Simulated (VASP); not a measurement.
# PbS (Fm-3m) in VASP: a series of runs

PbS is run at these levels: LDA; tasks: electric field gradients.

Everything below comes from runs of VASP 6.6.1. Logs are shortened: lines on timing, memory, paths and dates and some standing lists are left out, and cuts for length are marked.

**1. The cell of the first run**

The structure is cubic, space group Fm-3m (No. 225). The conventional cell has a = 6.046 Å, b = 6.046 Å, c = 6.046 Å, α = 90.00°, β = 90.00°, γ = 90.00°. Pb (site symmetry m-3m) has 6 S at 3.02 Å within 4.0 Å. Within 4.0 Å of S (site symmetry m-3m) lie 6 Pb at 3.02 Å.

**2. Electric field gradients, LDA (volume scaled by 1.06)**

The input, INCAR:

```
SYSTEM = PbS
PREC = Accurate
ENCUT = 520
EDIFF = 1E-8
ISMEAR = -1
SIGMA = 0.01
LREAL = .FALSE.
LASPH = .TRUE.
NELM = 100
ALGO = Normal
ISIF = 2
LWAVE = .FALSE.
LCHARG = .FALSE.
GGA = CA
LEFG = .TRUE.
NBANDS = 17
```

The input, KPOINTS:

```
regular mesh
0
G
  7 7 7
  0 0 0
```

The input, POSCAR:

```
PbS
1.0
    0.0000000000      3.0231520185      3.0231520185
    3.0231520185      0.0000000000      3.0231520185
    3.0231520185      3.0231520185      0.0000000000
Pb S
1 1
Direct
    0.0000000000      0.0000000000      0.0000000000
    0.5000000000      0.5000000000      0.5000000000
```

Potentials or basis: VASP PAW LDA potentials, release 64 (Pb_d, S).

Command:

```sh
$ cat potpaw_LDA.64/Pb_d/POTCAR potpaw_LDA.64/S/POTCAR > POTCAR
$ mpirun -np 1 vasp_std > vasp.out
```

OUTCAR:

```text
SYSTEM = PbS
   PREC = Accurate
   ENCUT = 520
   EDIFF = 1E-8
   ISMEAR = -1
   LREAL = .FALSE.
   LASPH = .TRUE.
   NELM = 100
   ISIF = 2
   GGA = CA

 ion  position               nearest neighbor table
   1  0.000  0.000  0.000-   2 3.02   2 3.02   2 3.02   2 3.02   2 3.02   2 3.02
   2  0.500  0.500  0.500-   1 3.02   1 3.02   1 3.02   1 3.02   1 3.02   1 3.02

  LATTYP: Found a face centered cubic cell.
 ALAT       =     6.0463040370

  Lattice vectors:

 A1 = (   0.0000000000,   3.0231520185,   3.0231520185)
 A2 = (   3.0231520185,   0.0000000000,   3.0231520185)
 A3 = (   3.0231520185,   3.0231520185,   0.0000000000)

Analysis of symmetry for initial positions (statically):
=====================================================================
 Subroutine PRICEL returns:
 Original cell was already a primitive cell.

 Routine SETGRP: Setting up the symmetry group for a
 face centered cubic supercell.

 Subroutine GETGRP returns: Found 48 space group operations
 (whereof 48 operations were pure point group operations)
 out of a pool of 48 trial point group operations.

The static configuration has the point symmetry O_h .

Analysis of symmetry for dynamics (positions and initial velocities):
=====================================================================
 Subroutine PRICEL returns:
 Original cell was already a primitive cell.

 Routine SETGRP: Setting up the symmetry group for a
 face centered cubic supercell.

 Subroutine GETGRP returns: Found 48 space group operations
 (whereof 48 operations were pure point group operations)
 out of a pool of 48 trial point group operations.

The dynamic configuration has the point symmetry O_h .

 Subroutine INISYM returns: Found 48 space group operations
 (whereof 48 operations are pure point group operations),
 and found     1 'primitive' translations

----------------------------------------------------------------------------------------

                                     Primitive cell

  volume of cell :      55.2599

  direct lattice vectors                    reciprocal lattice vectors
     0.000000000  3.023152018  3.023152018    -0.165390294  0.165390294  0.165390294
     3.023152018  0.000000000  3.023152018     0.165390294 -0.165390294  0.165390294
     3.023152018  3.023152018  0.000000000     0.165390294  0.165390294 -0.165390294

  length of vectors
     4.275382586  4.275382586  4.275382586     0.286464392  0.286464392  0.286464392

  position of ions in fractional coordinates (direct lattice)
     0.000000000  0.000000000  0.000000000
     0.500000000  0.500000000  0.500000000

  ion indices of the primitive-cell ions
   primitive index   ion index
                 1           1
                 2           2

----------------------------------------------------------------------------------------

 KPOINTS: regular mesh

Automatic generation of k-mesh.
 Grid dimensions read from file:
 generate k-points for:    7    7    7

 Generating k-lattice:

  Cartesian coordinates                     Fractional coordinates (reciprocal lattice)
    -0.023627185  0.023627185  0.023627185     0.142857143  0.000000000  0.000000000
     0.023627185 -0.023627185  0.023627185     0.000000000  0.142857143  0.000000000
     0.023627185  0.023627185 -0.023627185     0.000000000  0.000000000  0.142857143

  Length of vectors
     0.040923485  0.040923485  0.040923485

  Shift w.r.t. Gamma in fractional coordinates (k-lattice)
     0.000000000  0.000000000  0.000000000

 Subroutine IBZKPT returns following result:
 ===========================================

 Found     20 irreducible k-points:

 Following reciprocal coordinates:
            Coordinates               Weight
  0.000000  0.000000  0.000000      1.000000
  0.142857  0.000000  0.000000      8.000000
  0.285714  0.000000  0.000000      8.000000
  0.428571  0.000000  0.000000      8.000000
  0.142857  0.142857  0.000000      6.000000
  0.285714  0.142857  0.000000     24.000000
[... 12 lines left out ...]
 -0.428571  0.428571  0.142857     24.000000
 -0.285714  0.428571  0.142857     24.000000
   k-points           NKPTS =     20   k-points in BZ     NKDIM =     20   number of bands    NBANDS=     17
   number of dos      NEDOS =    301   number of ions     NIONS =      2
   total plane-waves  NPLWV =  32768
   dimension x,y,z NGX =    32 NGY =   32 NGZ =   32
   dimension x,y,z NGXF=    64 NGYF=   64 NGZF=   64
   ions per type =               1   1
   NGX,Y,Z   is equivalent  to a cutoff of  12.44, 12.44, 12.44 a.u.
   NGXF,Y,Z  is equivalent  to a cutoff of  24.89, 24.89, 24.89 a.u.
 SYSTEM =  PbS
   PREC   = accura    normal or accurate (medium, high low for compatibility)
   ISTART =      0    job   : 0-new  1-cont  2-samecut
   ICHARG =      2    charge: 1-file 2-atom 10-const
   ISPIN  =      1    spin polarized calculation?
   LNONCOLLINEAR =      F non collinear calculations
   LSORBIT =      F    spin-orbit coupling
   LASPH  =      T    aspherical Exc in radial PAW
   ENCUT  =  520.0 eV  38.22 Ry    6.18 a.u.   7.95  7.95  7.95*2*pi/ulx,y,z
   NELM   =    100;   NELMIN=  2; NELMDL= -5     # of ELM steps
   EDIFF  = 0.1E-07   stopping-criterion for ELM
   LREAL  =      F    real-space projection
   EDIFFG = 0.1E-06   stopping-criterion for IOM
   NSW    =      0    number of steps for IOM
   IBRION =     -1    ionic relax: 0-MD 1-quasi-New 2-CG
   NFREE  =      0    steps in history (QN), initial steepest desc. (CG)
   ISIF   =      2    stress and relaxation
   ISYM   =      2    0-nonsym 1-usesym 2-fastsym
   POTIM  = 0.5000    time-step for ionic-motion
   TEBEG  =    0.0;   TEEND  =   0.0 temperature during run
   PSTRESS=    0.0 pullay stress
   NELECT =      20.0000    total number of electrons
   NUPDOWN=      -1.0000    fix difference up-down
   EMIN   =  10.00;   EMAX   =-10.00  energy-range for DOS
   EFERMI =   0.00;   METHOD = LEGACY
   ISMEAR =    -1;   SIGMA  =   0.01  broadening in eV -4-tet -1-fermi 0-gaus
   EFERMI_NEDOS =   21; number of points for ismear=-14 and -15
   IALGO  =     38    algorithm
   IMIX   =      4    mixing-type and parameters
     AMIX     =   0.40;   BMIX     =  1.00
     AMIX_MAG =   1.60;   BMIX_MAG =  1.00
  volume/ion in A,a.u.               =      27.63       186.46
  Fermi-wavevector in a.u.,A,eV,Ry     =   1.166670  2.204687 18.519159  1.361120
  Thomas-Fermi vector in A             =   2.303181
   LORBIT       =      0    0 simple, 1 ext, 2 COOP (PROOUT), +10 PAW based schemes
   GGA     = CA    functional components
   LHFCALC =     F    Hartree Fock is set to
   AEXX    =    0.0000 exact exchange contribution
   IVDW    =     0    specifies the selected vdW correction
   LEPSILON=     F    determine dielectric tensor
   LRPA    =     F    only Hartree local field effects (RPA)
 non-spin polarized calculation
  energy-cutoff  :      520.00
  volume of cell :       55.26
 maximum number of plane-waves:      1498
   NGX = 15   NGY = 15   NGZ = 15

 number of electron      20.0000006 magnetization

 Free energy of the ion-electron system (eV)
  ---------------------------------------------------
  ext. energy  EPLUGINS =         0.00000000
  ---------------------------------------------------
  free energy    TOTEN  =        -9.90837332 eV

  energy without entropy =       -9.90837332  energy(sigma->0) =       -9.90837332

 E-fermi :   4.8218     XC(G=0):  -9.7698

 val. band max:        4.5716959283   @ k =   0.4286   0.0000   0.0000
 cond. band min:       5.5023066717   @ k =   0.4286   0.0000   0.0000
 fundamental gap:      0.9306107433
 Fermi energy:         4.8217533106

 k-point     1 :       0.0000    0.0000    0.0000
  band No.  band energies     occupation
      1     -11.8327      2.00000
      2     -11.8327      2.00000
      3     -11.8327      2.00000
      4     -11.8221      2.00000
      5     -11.8221      2.00000
      6      -8.2153      2.00000
[... 9 lines left out ...]
     16      11.6328      0.00000
     17      13.4437      0.00000

 k-point     2 :       0.1429    0.0000    0.0000
  band No.  band energies     occupation
      1     -11.8318      2.00000
      2     -11.8309      2.00000
      3     -11.8309      2.00000
      4     -11.8213      2.00000
      5     -11.8213      2.00000
      6      -8.0540      2.00000
[... 9 lines left out ...]
     16      12.0719      0.00000
     17      14.7511      0.00000
[... 341 lines left out ...]
 k-point    20 :      -0.2857    0.4286    0.1429
  band No.  band energies     occupation
      1     -11.8995      2.00000
      2     -11.8262      2.00000
      3     -11.8189      2.00000
      4     -11.8108      2.00000
      5     -11.7853      2.00000
      6      -6.7074      2.00000
[... 9 lines left out ...]
     16      16.5232      0.00000
     17      16.9319      0.00000

------------------------ aborting loop because EDIFF is reached ----------------------------------------

  FORCE on cell =-STRESS in cart. coord.  units (eV):
  Direction    XX          YY          ZZ          XY          YZ          ZX
  --------------------------------------------------------------------------------------
  -------------------------------------------------------------------------------------
  Total       -1.8261875     -1.8261875     -1.8261875      0.0000000      0.0000000      0.0000000
  in kB      -52.9475655    -52.9475655    -52.9475655      0.0000000      0.0000000      0.0000000
  external PRESSURE =     -52.9475655 kB  Pullay stress =       0.0000000 kB

 VOLUME and BASIS-vectors are now :
 -----------------------------------------------------------------------------
  energy-cutoff  :      520.00
  volume of cell :       55.26
      direct lattice vectors                 reciprocal lattice vectors
     0.000000000  3.023152018  3.023152018    -0.165390294  0.165390294  0.165390294
     3.023152018  0.000000000  3.023152018     0.165390294 -0.165390294  0.165390294
     3.023152018  3.023152018  0.000000000     0.165390294  0.165390294 -0.165390294

 POSITION                                       TOTAL-FORCE (eV/Angst)
 -----------------------------------------------------------------------------------
      0.00000      0.00000      0.00000         0.000000     -0.000000      0.000000
      3.02315      3.02315      3.02315         0.000000      0.000000      0.000000
 -----------------------------------------------------------------------------------
    total drift:                                0.000000     -0.000000     -0.000000

  FREE ENERGIE OF THE ION-ELECTRON SYSTEM (eV)
  ---------------------------------------------------
  free  energy   TOTEN  =        -9.9083733230 eV

  energy  without entropy=       -9.9083733230  energy(sigma->0) =       -9.90837332

 Electric field gradients (V/A^2)
---------------------------------------------------------------------
 ion       V_xx      V_yy      V_zz      V_xy      V_xz      V_yz
---------------------------------------------------------------------
   1       0.000    -0.000    -0.000    -0.001    -0.001    -0.001
   2      -0.000     0.000    -0.000    -0.000    -0.000    -0.000
---------------------------------------------------------------------

 Electric field gradients after diagonalization (V/A^2)
 (convention: |V_zz| > |V_xx| > |V_yy|)
----------------------------------------------------------------------
 ion       V_xx      V_yy      V_zz     asymmetry (V_yy - V_xx)/ V_zz
----------------------------------------------------------------------
   1       0.001     0.001    -0.001       0.000
   2       0.000     0.000    -0.001       0.000
----------------------------------------------------------------------

           NMR quadrupolar parameters

 Cq : quadrupolar parameter    Cq=e*Q*V_zz/h
 eta: asymmetry parameters     (V_yy - V_xx)/ V_zz
 Q  : nuclear electric quadrupole moment in mb (millibarn)
----------------------------------------------------------------------
 ion       Cq(MHz)       eta       Q (mb)
----------------------------------------------------------------------
   1      -0.000       0.000       1.000
   2      -0.000       0.000       1.000
----------------------------------------------------------------------
```

Wall time 25 s (1 thread of Intel Xeon 8259CL, shared host); peak memory 0.16 GiB.

Results:

* Free energy: -9.9084 eV
* Pressure: -5.3 GPa

Levels at points of the mesh, in eV from the Fermi level:
```tsv
k point	band 8	band 9	band 10	band 11	band 12	band 13
(0.00, 0.00, 0.00)	-1.85	-1.85	-1.85	4.93	4.93	4.93
```

Caveat: this odd mesh misses L, where the gap lies, so gap, dielectric constants and Born charges aren't listed; without QUAD_EFG the Cq values of the log hold for a quadrupole moment of 1 mb, not for the nuclei; spin-orbit coupling is left out, which moves the levels of the heavy elements.

(Continued in part 2 of 2.)
